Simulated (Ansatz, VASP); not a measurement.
# Two plane-wave programs on ScSi4O

```
Sc Si O
1.0
     4.97620    0.00000    0.00000
     0.00000    4.97620    0.00000
     0.00000    0.00000    4.69408
Sc Si O
1 4 1
Direct
  0.00000 0.00000 0.50000
  0.00000 0.50000 0.50000
  0.50000 0.00000 0.50000
  0.00000 0.50000 0.00000
  0.50000 0.00000 0.00000
  0.50000 0.50000 0.50000
```

Alike in both runs: functional PBE; k mesh 8 × 8 × 8; occupations gaussian, width 0.1 eV; no spin polarisation.

Ansatz relaxed the structure, and its values are those at the end. VASP's run is a single point on that final structure, the one shown.

|  | VASP | Ansatz |
| --- | --- | --- |
| version | VASP 6.6.1 | Ansatz 0.2.0 |
| potentials or method | VASP PAW PBE potentials, release 64 (Sc_sv, Si, O), cutoff 520 eV | scalar-relativistic, plane waves, PAW |
| valence electrons in the cell | 33 | 33 |

```tsv
	VASP	Ansatz	Ansatz less VASP
gap on the k mesh at the Fermi level (eV)	none	none	-
pressure (GPa)	0.0	0.0	-0.01
```

A gap of «none» marks a metal or a gap that the smearing closes. With one functional, cell and mesh, what is left measures potentials, basis and numerics.
